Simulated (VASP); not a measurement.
# EuAgSeF (P4/nmm) in VASP: single point with PBEsol

Aim: the single point of EuAgSeF with PBEsol.

Everything below comes from runs of VASP 6.6.1. Logs are shortened: lines on timing, memory, paths and dates and some standing lists are left out, and cuts for length are marked.

## (1) The cell of the first run

Symmetry: P4/nmm, No. 129, tetragonal system. Conventional cell: a = 4.061 Å, b = 4.061 Å, c = 9.108 Å, α = 90.00°, β = 90.00°, γ = 90.00°. Eu (site symmetry 4mm) has 4 F at 2.48 Å and 4 Se at 3.14 Å within 3.3 Å. Within 3.8 Å of Ag (site symmetry -4m2) lie 4 Se at 2.76 Å and 4 Ag at 2.87 Å and 4 Eu at 3.73 Å. Se (site symmetry 4mm) has 4 Ag at 2.76 Å and 4 Eu at 3.14 Å and 4 F at 3.37 Å within 3.6 Å. Within 3.4 Å of F (site symmetry -4m2) lie 4 Eu at 2.48 Å and 4 F at 2.87 Å and 4 Se at 3.37 Å.

## (2) Single point, PBEsol, collinear spin, ferromagnetic start

INCAR

```
SYSTEM = EuAgSeF
PREC = Accurate
ENCUT = 600
EDIFF = 1E-6
ISMEAR = -4
SIGMA = 0.05
LREAL = .FALSE.
LASPH = .TRUE.
NELM = 200
ALGO = Normal
ISIF = 2
LWAVE = .FALSE.
LCHARG = .FALSE.
ISPIN = 2
MAGMOM = 7.33 7.33 0 0 0 0 0 0
LORBIT = 11
LMAXMIX = 6
GGA = PS
NBANDS = 55
GGA_COMPAT = .FALSE.
KPAR = 4
```

KPOINTS

```
Automatic mesh
0
G
  10 10 5
  0 0 0
```

POSCAR

```
EuAgSeF
1.0
    4.0612667795      0.0000000000      0.0000000000
    0.0000000000      4.0612667795      0.0000000000
    0.0000000000      0.0000000000      9.1079644862
Eu Ag Se F
2 2 2 2
Direct
    0.5000000000      0.0000000000      0.3433847627
    0.0000000000      0.5000000000      0.6566152373
    0.0000000000      0.0000000000      0.0000000000
    0.5000000000      0.5000000000      0.0000000000
    0.0000000000      0.5000000000      0.2045689048
    0.5000000000      0.0000000000      0.7954310952
    0.0000000000      0.0000000000      0.5000000000
    0.5000000000      0.5000000000      0.5000000000
```

Potentials or basis: VASP PAW PBE potentials, release 64 (Eu, Ag, Se, F).

The run is started by

```sh
$ cat potpaw_PBE.64/Eu/POTCAR potpaw_PBE.64/Ag/POTCAR potpaw_PBE.64/Se/POTCAR potpaw_PBE.64/F/POTCAR > POTCAR
$ mpirun -np 4 vasp_std > vasp.out
```

OUTCAR:

```text
SYSTEM = EuAgSeF
   PREC = Accurate
   ENCUT = 600
   EDIFF = 1E-6
   ISMEAR = -4
   LREAL = .FALSE.
   LASPH = .TRUE.
   NELM = 200
   ISIF = 2
   ISPIN = 2
   LORBIT = 11
   GGA = PS

 ion  position               nearest neighbor table
   1  0.500  0.000  0.343-   7 2.48   8 2.48   8 2.48   7 2.48   5 3.14   5 3.14   5 3.14   5 3.14

   2  0.000  0.500  0.657-   7 2.48   8 2.48   7 2.48   8 2.48   6 3.14   6 3.14   6 3.14   6 3.14

   3  0.000  0.000  0.000-   5 2.76   6 2.76   5 2.76   6 2.76   4 2.87   4 2.87   4 2.87   4 2.87

   4  0.500  0.500  0.000-   5 2.76   6 2.76   6 2.76   5 2.76   3 2.87   3 2.87   3 2.87   3 2.87

   5  0.000  0.500  0.205-   3 2.76   4 2.76   3 2.76   4 2.76   1 3.14   1 3.14   1 3.14   1 3.14

   6  0.500  0.000  0.795-   3 2.76   4 2.76   4 2.76   3 2.76   2 3.14   2 3.14   2 3.14   2 3.14

   7  0.000  0.000  0.500-   1 2.48   2 2.48   2 2.48   1 2.48
   8  0.500  0.500  0.500-   1 2.48   2 2.48   1 2.48   2 2.48

  LATTYP: Found a simple tetragonal cell.
 ALAT       =     4.0612667795
 C/A-ratio  =     2.2426412695

  Lattice vectors:

 A1 = (   4.0612667795,   0.0000000000,   0.0000000000)
 A2 = (   0.0000000000,   4.0612667795,   0.0000000000)
 A3 = (   0.0000000000,   0.0000000000,   9.1079644862)

Analysis of symmetry for initial positions (statically):
=====================================================================
 Subroutine PRICEL returns:
 Original cell was already a primitive cell.

 Routine SETGRP: Setting up the symmetry group for a
 simple tetragonal supercell.

 Subroutine GETGRP returns: Found 16 space group operations
 (whereof  8 operations were pure point group operations)
 out of a pool of 16 trial point group operations.

The static configuration has the point symmetry D_2d.
 The point group associated with its full space group is D_4h.

Analysis of symmetry for dynamics (positions and initial velocities):
=====================================================================
 Subroutine PRICEL returns:
 Original cell was already a primitive cell.

 Routine SETGRP: Setting up the symmetry group for a
 simple tetragonal supercell.

 Subroutine GETGRP returns: Found 16 space group operations
 (whereof  8 operations were pure point group operations)
 out of a pool of 16 trial point group operations.

The dynamic configuration has the point symmetry D_2d.
 The point group associated with its full space group is D_4h.

Analysis of structural, dynamic, and magnetic symmetry:
=====================================================================
 Subroutine PRICEL returns:
 Original cell was already a primitive cell.

 Routine SETGRP: Setting up the symmetry group for a
 simple tetragonal supercell.

 Subroutine GETGRP returns: Found 16 space group operations
 (whereof  8 operations were pure point group operations)
 out of a pool of 16 trial point group operations.

The overall configuration has the point symmetry D_2d.
 The point group associated with its full space group is D_4h.

 Subroutine INISYM returns: Found 16 space group operations
 (whereof  8 operations are pure point group operations),
 and found     1 'primitive' translations

----------------------------------------------------------------------------------------

                                     Primitive cell

  volume of cell :     150.2257

  direct lattice vectors                    reciprocal lattice vectors
     4.061266780  0.000000000  0.000000000     0.246228592  0.000000000  0.000000000
     0.000000000  4.061266780  0.000000000     0.000000000  0.246228592  0.000000000
     0.000000000  0.000000000  9.107964486     0.000000000  0.000000000  0.109794016

  length of vectors
     4.061266780  4.061266780  9.107964486     0.246228592  0.246228592  0.109794016

  position of ions in fractional coordinates (direct lattice)
     0.500000000  0.000000000  0.343384763
     0.000000000  0.500000000  0.656615237
     0.000000000  0.000000000  0.000000000
     0.500000000  0.500000000  0.000000000
     0.000000000  0.500000000  0.204568905
     0.500000000  0.000000000  0.795431095
     0.000000000  0.000000000  0.500000000
     0.500000000  0.500000000  0.500000000

  ion indices of the primitive-cell ions
   primitive index   ion index
                 1           1
                 2           2
                 3           3
                 4           4
                 5           5
                 6           6
                 7           7
                 8           8

----------------------------------------------------------------------------------------

 KPOINTS: Automatic mesh

Automatic generation of k-mesh.
 Grid dimensions read from file:
 generate k-points for:   10   10    5

 Generating k-lattice:

  Cartesian coordinates                     Fractional coordinates (reciprocal lattice)
     0.024622859  0.000000000  0.000000000     0.100000000  0.000000000  0.000000000
     0.000000000  0.024622859  0.000000000     0.000000000  0.100000000  0.000000000
     0.000000000  0.000000000  0.021958803     0.000000000  0.000000000  0.200000000

  Length of vectors
     0.024622859  0.024622859  0.021958803

  Shift w.r.t. Gamma in fractional coordinates (k-lattice)
     0.000000000  0.000000000  0.000000000

 TETIRR: Found    755 inequivalent tetrahedra from     3000

 Subroutine IBZKPT returns following result:
 ===========================================

 Found     63 irreducible k-points:

 Following reciprocal coordinates:
            Coordinates               Weight
  0.000000  0.000000  0.000000      1.000000
  0.100000  0.000000  0.000000      4.000000
  0.200000  0.000000  0.000000      4.000000
  0.300000  0.000000  0.000000      4.000000
  0.400000  0.000000  0.000000      4.000000
  0.500000  0.000000  0.000000      2.000000
[... 16 lines left out ...]
  0.100000  0.000000  0.200000      8.000000
  0.200000  0.000000  0.200000      8.000000
 [... further k-points ...]
   k-points           NKPTS =     63   k-points in BZ     NKDIM =     63   number of bands    NBANDS=     55
   number of dos      NEDOS =    301   number of ions     NIONS =      8
   total plane-waves  NPLWV =  81920
   dimension x,y,z NGX =    32 NGY =   32 NGZ =   80
   dimension x,y,z NGXF=    64 NGYF=   64 NGZF=  160
   ions per type =               2   2   2   2
   NGX,Y,Z   is equivalent  to a cutoff of  13.10, 13.10, 14.60 a.u.
   NGXF,Y,Z  is equivalent  to a cutoff of  26.20, 26.20, 29.20 a.u.
 SYSTEM =  EuAgSeF
   PREC   = accura    normal or accurate (medium, high low for compatibility)
   ISTART =      0    job   : 0-new  1-cont  2-samecut
   ICHARG =      2    charge: 1-file 2-atom 10-const
   ISPIN  =      2    spin polarized calculation?
   LNONCOLLINEAR =      F non collinear calculations
   LSORBIT =      F    spin-orbit coupling
   LASPH  =      T    aspherical Exc in radial PAW
   ENCUT  =  600.0 eV  44.10 Ry    6.64 a.u.   8.11  8.11 18.19*2*pi/ulx,y,z
   NELM   =    200;   NELMIN=  2; NELMDL= -5     # of ELM steps
   EDIFF  = 0.1E-05   stopping-criterion for ELM
   LREAL  =      F    real-space projection
   EDIFFG = 0.1E-04   stopping-criterion for IOM
   NSW    =      0    number of steps for IOM
   IBRION =     -1    ionic relax: 0-MD 1-quasi-New 2-CG
   NFREE  =      0    steps in history (QN), initial steepest desc. (CG)
   ISIF   =      2    stress and relaxation
   ISYM   =      2    0-nonsym 1-usesym 2-fastsym
   POTIM  = 0.5000    time-step for ionic-motion
   TEBEG  =    0.0;   TEEND  =   0.0 temperature during run
   PSTRESS=    0.0 pullay stress
   NELECT =      82.0000    total number of electrons
   NUPDOWN=      -1.0000    fix difference up-down
   EMIN   =  10.00;   EMAX   =-10.00  energy-range for DOS
   EFERMI =   0.00;   METHOD = LEGACY
   ISMEAR =    -4;   SIGMA  =   0.05  broadening in eV -4-tet -1-fermi 0-gaus
   EFERMI_NEDOS =   21; number of points for ismear=-14 and -15
   IALGO  =     38    algorithm
   IMIX   =      4    mixing-type and parameters
     AMIX     =   0.40;   BMIX     =  1.00
     AMIX_MAG =   1.60;   BMIX_MAG =  1.00
  volume/ion in A,a.u.               =      18.78       126.72
  Fermi-wavevector in a.u.,A,eV,Ry     =   1.337924  2.528309 24.354968  1.790040
  Thomas-Fermi vector in A             =   2.466434
   LORBIT       =     11    0 simple, 1 ext, 2 COOP (PROOUT), +10 PAW based schemes
   GGA     = PS    functional components
   LHFCALC =     F    Hartree Fock is set to
   AEXX    =    0.0000 exact exchange contribution
   IVDW    =     0    specifies the selected vdW correction
   LEPSILON=     F    determine dielectric tensor
   LRPA    =     F    only Hartree local field effects (RPA)
 spin polarized calculation
 Fermi weights with tetrahedron method witout Bloechl corrections
  energy-cutoff  :      600.00
  volume of cell :      150.23
 maximum number of plane-waves:      5064
   NGX = 17   NGY = 17   NGZ = 37

 number of electron      82.0000011 magnetization      13.9549535

 Free energy of the ion-electron system (eV)
  ---------------------------------------------------
  ext. energy  EPLUGINS =         0.00000000
  ---------------------------------------------------
  free energy    TOTEN  =       -57.55507963 eV

  energy without entropy =      -57.55507963  energy(sigma->0) =      -57.55507963

 E-fermi :   5.8576     XC(G=0): -10.9181

 val. band max:        5.8616416720   @ k =   0.3000   0.0000   0.4000
 cond. band min:       5.7965886905   @ k =   0.1000   0.0000   0.2000
 fundamental gap:     -0.0650529814
 Fermi energy:         5.8576205916

 spin component 1

 k-point     1 :       0.0000    0.0000    0.0000
  band No.  band energies     occupation
      1     -35.6697      1.00000
      2     -35.6448      1.00000
      3     -19.7658      1.00000
      4     -19.2316      1.00000
      5     -14.5272      1.00000
      6     -14.5272      1.00000
[... 45 lines left out ...]
     52       7.6482      0.00000
     53       8.6947      0.00000
[... 1286 lines left out ...]
     52       7.9939      0.00000
     53       8.3746      0.00000

 [... further k-points ...]

 spin component 2

 k-point     1 :       0.0000    0.0000    0.0000
  band No.  band energies     occupation
      1     -32.6212      1.00000
      2     -32.5826      1.00000
      3     -19.6965      1.00000
      4     -19.2487      1.00000
      5     -12.3389      1.00000
      6     -12.3389      1.00000
[... 45 lines left out ...]
     52      10.5276      0.00000
     53      10.5571      0.00000
[... 1286 lines left out ...]
     52      10.5406      0.00000
     53      10.5452      0.00000

 [... further k-points ...]

 [bands above 53 left out]

------------------------ aborting loop because EDIFF is reached ----------------------------------------

  FORCE on cell =-STRESS in cart. coord.  units (eV):
  Direction    XX          YY          ZZ          XY          YZ          ZX
  --------------------------------------------------------------------------------------
  -------------------------------------------------------------------------------------
  Total       -0.1980791     -0.1980791     -0.0643518      0.0000000      0.0000000     -0.0000000
  in kB       -2.1125392     -2.1125392     -0.6863201      0.0000000      0.0000000     -0.0000000
  external PRESSURE =      -1.6371328 kB  Pullay stress =       0.0000000 kB

 VOLUME and BASIS-vectors are now :
 -----------------------------------------------------------------------------
  energy-cutoff  :      600.00
  volume of cell :      150.23
      direct lattice vectors                 reciprocal lattice vectors
     4.061266780  0.000000000  0.000000000     0.246228592  0.000000000  0.000000000
     0.000000000  4.061266780  0.000000000     0.000000000  0.246228592  0.000000000
     0.000000000  0.000000000  9.107964486     0.000000000  0.000000000  0.109794016

 POSITION                                       TOTAL-FORCE (eV/Angst)
 -----------------------------------------------------------------------------------
      2.03063      0.00000      3.12754        -0.000000     -0.000000     -0.029509
      0.00000      2.03063      5.98043         0.000000      0.000000      0.029509
      0.00000      0.00000      0.00000         0.000000     -0.000000      0.000000
      2.03063      2.03063      0.00000         0.000000      0.000000      0.000000
      0.00000      2.03063      1.86321         0.000000      0.000000      0.034792
      2.03063      0.00000      7.24476        -0.000000     -0.000000     -0.034792
      0.00000      0.00000      4.55398         0.000000      0.000000      0.000000
      2.03063      2.03063      4.55398         0.000000     -0.000000      0.000000
 -----------------------------------------------------------------------------------
    total drift:                                0.000000     -0.000000     -0.000000

  FREE ENERGIE OF THE ION-ELECTRON SYSTEM (eV)
  ---------------------------------------------------
  free  energy   TOTEN  =       -57.5550796276 eV

  energy  without entropy=      -57.5550796276  energy(sigma->0) =      -57.55507963

 total charge

# of ion       s       p       d       f       tot
--------------------------------------------------
    1        2.020   5.740   0.269   6.708  14.738
    2        2.020   5.740   0.269   6.708  14.738
    3        0.348   0.297   9.225   0.000   9.869
    4        0.348   0.297   9.225   0.000   9.869
    5        1.447   2.369   0.033   0.000   3.848
    6        1.447   2.369   0.033   0.000   3.848
    7        1.729   4.355   0.000   0.000   6.084
    8        1.729   4.355   0.000   0.000   6.084
--------------------------------------------------
tot         11.088  25.521  19.053  13.417  69.078

 magnetization (x)

# of ion       s       p       d       f       tot
--------------------------------------------------
    1       -0.012  -0.103   0.052   6.663   6.600
    2       -0.012  -0.103   0.052   6.663   6.600
    3        0.012   0.004   0.001   0.000   0.017
    4        0.012   0.004   0.001   0.000   0.017
    5        0.004  -0.014   0.005   0.000  -0.005
    6        0.004  -0.014   0.005   0.000  -0.005
    7       -0.000  -0.012   0.000   0.000  -0.013
    8       -0.000  -0.012   0.000   0.000  -0.013
--------------------------------------------------
tot          0.008  -0.250   0.115  13.326  13.199
```

Wall time 8.4 min (4 MPI ranks of AMD EPYC 9R45 (Zen 5), shared host); peak memory 1.1 GiB.

Results:

| Quantity | Value |
| --- | --- |
| Free energy | -57.5551 eV |
| Pressure | -0.2 GPa |
| Largest force | 0.035 eV/Å |
| Net moment | 13.95 μB per cell |
| Site moments | Eu +6.60; Ag +0.02; Se -0.01; F -0.01 μB |
| Valence electrons inside the program's atomic spheres | Eu 14.74; Ag 9.87; Se 3.85; F 6.08 |

Forces in eV/Å, atoms in the order of the input:
```
Eu   0.000  0.000 -0.030
Eu   0.000  0.000  0.030
Ag   0.000  0.000  0.000
Ag   0.000  0.000  0.000
Se   0.000  0.000  0.035
Se   0.000  0.000 -0.035
F    0.000  0.000  0.000
F    0.000  0.000  0.000
```

Stress tensor (GPa, compression positive):
```
-0.21  0.00  0.00
 0.00 -0.21  0.00
 0.00  0.00 -0.07
```

Caveat: the PAW data sets were made with another functional, which shifts forces and pressure a little; spin-orbit coupling is left out, which moves the levels of the heavy elements; semilocal functionals describe open f shells poorly, which spoils levels, moments and volumes; tetrahedron occupations give inexact forces and stress in metals.
